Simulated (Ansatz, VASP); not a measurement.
# One calculation of ZnO, two programs

```xyz
4
Lattice="3.4947 0.0000 0.0000 -1.7474 3.0265 0.0000 0.0000 0.0000 7.1510" Properties=species:S:1:pos:R:3 pbc="T T T"
Zn    0.0000    0.0000    5.3632
Zn    0.0000    0.0000    1.7877
O     0.0000    2.0177    1.7877
O     1.7474    1.0088    5.3632
```

Alike in both runs: task single point; functional PBE; k mesh 9 × 9 × 4; occupations gaussian, width 0.02 eV; no spin polarisation.

|  | VASP | Ansatz |
| --- | --- | --- |
| version | VASP 6.6.1 | Ansatz 0.2.0 |
| potentials or method | VASP PAW PBE potentials, release 64 (Zn, O), cutoff 600 eV | scalar-relativistic, plane waves, PAW |
| valence electrons in the cell | 36 | 36 |

VASP gave:

```
gap on the k mesh at the Fermi level (eV)                     : 0.66
least direct gap on the mesh (eV)                             : 0.66
pressure (GPa)                                                : -11.7
traceless stress, the component that is largest in VASP (GPa) : 11.59
```

**Question.** Estimate Ansatz's values.

**Answer.** gap on the k mesh at the Fermi level (eV): 0.66; least direct gap on the mesh (eV): 0.66; pressure (GPa): -12.0; traceless stress, the component that is largest in VASP (GPa): 12.05.

The functional is the same, so the differences come from potentials, cutoffs and numerics.
